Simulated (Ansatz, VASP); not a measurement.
TiTe2 in VASP and in Ansatz

File INCAR:

```
ALGO = Normal
EDIFF = 1E-8
ENCUT = 400
GGA = PE
GGA_COMPAT = False
ISIF = 2
ISMEAR = -1
LASPH = True
LCHARG = False
LEFG = True
LMAXMIX = 4
LORBIT = 11
LORBMOM = True
LREAL = False
LSORBIT = True
LWAVE = False
MAGMOM = 0 0 0 0 0 0 0 0 0
NBANDS = 37
NELM = 200
PREC = Accurate
SIGMA = 0.05
```

The input KPOINTS:

```
k-points
0
Gamma
  10 10 5
```

File POSCAR:

```
TiTe2
1.0
    3.7770000000      0.0000000000      0.0000000000
   -1.8885000000      3.2709779501      0.0000000000
    0.0000000000      0.0000000000      6.4980000000
Ti Te
1 2
Direct
    0.0000000000      0.0000000000      0.0000000000
    0.6666666667      0.3333333333      0.2632543732
    0.3333333333      0.6666666667      0.7367456268
```

Input for Ansatz:

```yaml
crystal:
  lattice:
    - [3.777, 0.0, 0.0]
    - [-1.8885, 3.2709779501, 0.0]
    - [0.0, 0.0, 6.498]
  atoms:
    - { symbol: Ti, position: [0.0, 0.0, 0.0] }
    - { symbol: Te, position: [0.6666666667, 0.3333333333, 0.2632543732] }
    - { symbol: Te, position: [0.3333333333, 0.6666666667, 0.7367456268] }
kpoints:
  mp_grid: { grid: [10, 10, 5] }
scf:
  occupations: { method: fermi_dirac, width: 0.05 }
hamiltonian:
  xc: pbe
  pseudopotentials: { kind: paw_fr }
output:
  forces: true
  stress: true
  populations: true
  efg: { quadrupole_moments_barn: { Ti: 0.247 }, contact_densities: true }
  write_density: true
  write_potential: true
  elf: true
  volumetric_format: npy
magnetization:
  noncollinear: true
  spin_orbit: true
```

Alike in both runs: task electric field gradients; functional PBE; k mesh 10 × 10 × 5; occupations fermi-dirac, width 0.05 eV; non-collinear spin, spin-orbit coupling.

|  | VASP | Ansatz |
| --- | --- | --- |
| version | VASP 6.6.1 | Ansatz 0.2.0 |
| potentials or method | VASP PAW PBE potentials, release 64 (Ti_sv, Te) | plane-wave PAW |
| plane-wave cutoff (eV) | 400 | 420 |
| valence electrons in the cell | 24 | 44 |

VASP gave:

* pressure (GPa): 0.8
* traceless stress, the component that is largest in VASP (GPa): 0.63
* rms of the force components (eV/Å): 0.012
* size of Vzz on the site where it differs most (V/Å²): 56.5

Estimate Ansatz's values.

pressure (GPa): 0.9; traceless stress, the component that is largest in VASP (GPa): 0.61; rms of the force components (eV/Å): 0.003; size of Vzz on the site where it differs most (V/Å²): 59.5.

Atom by atom the forces differ by 0.009 eV/Å (rms over components). VASP's potentials hold 24 valence electrons a cell and Ansatz's 44, so a difference there can come from the potentials and not from the codes.
